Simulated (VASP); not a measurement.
CdSn2O3, 12 atoms in the cell. The structure is monoclinic, space group Cm (No. 8). The conventional cell has a = 10.119 Å, b = 5.815 Å, c = 6.716 Å, α = 90.00°, β = 90.21°, γ = 90.00°. Cd (site symmetry m) has 6 O at 2.92 to 2.93 Å and 2 Cd at 3.18 to 3.54 Å and 9 Sn at 3.54 to 3.80 Å within 3.8 Å. Cd (site symmetry m) has 12 O at 2.93 to 4.12 Å and 2 Cd at 3.18 to 3.54 Å and 12 Sn at 3.41 to 4.19 Å within 4.2 Å. Sn (site symmetry m) has 3 O at 2.10 to 2.26 Å within 2.8 Å. Within 2.8 Å of Sn (site symmetry m) lie 6 O at 2.11 to 2.16 Å. Within 2.8 Å of Sn (site symmetry m) lie 3 O at 2.12 to 2.32 Å. Within 2.8 Å of Sn (site symmetry m) lie 6 O at 2.09 to 2.18 Å. Within 2.8 Å of O (site symmetry 1) lie 3 Sn at 2.09 to 2.26 Å and 3 O at 2.60 to 2.72 Å. O (site symmetry 1) has 3 Sn at 2.12 to 2.18 Å and 3 O at 2.60 to 2.70 Å within 2.8 Å. 

- Program: VASP 6.6.1
- Task: single point
- Functional: PBE
- Potentials or basis: VASP PAW PBE potentials, release 64 (Cd, Sn_d, O)
- Cutoff: 520 eV
- k mesh: 4 × 4 × 4
- Occupations: gaussian, width 0.1 eV
- Spin: no spin polarisation
- Dipole correction: no
- Further INCAR settings: ALGO = Normal; EDIFF = 1e-06; NBANDS = 70

Potentials or basis: VASP PAW PBE potentials, release 64 (Cd, Sn_d, O).

Command:

```bash
$ cat potpaw_PBE.64/Cd/POTCAR potpaw_PBE.64/Sn_d/POTCAR potpaw_PBE.64/O/POTCAR > POTCAR
$ mpirun -np 1 vasp_std > vasp.out
```

Hardware: 1 thread of Oxide Virtual Turin-like Processor, with other jobs on the host.

Q: How long does it take, and how much memory?

A: Wall time 9.9 min on 1 thread of Oxide Virtual Turin-like Processor, with other jobs on the host, peak memory 0.45 GiB. Counts: scf iterations 15, k points 24.
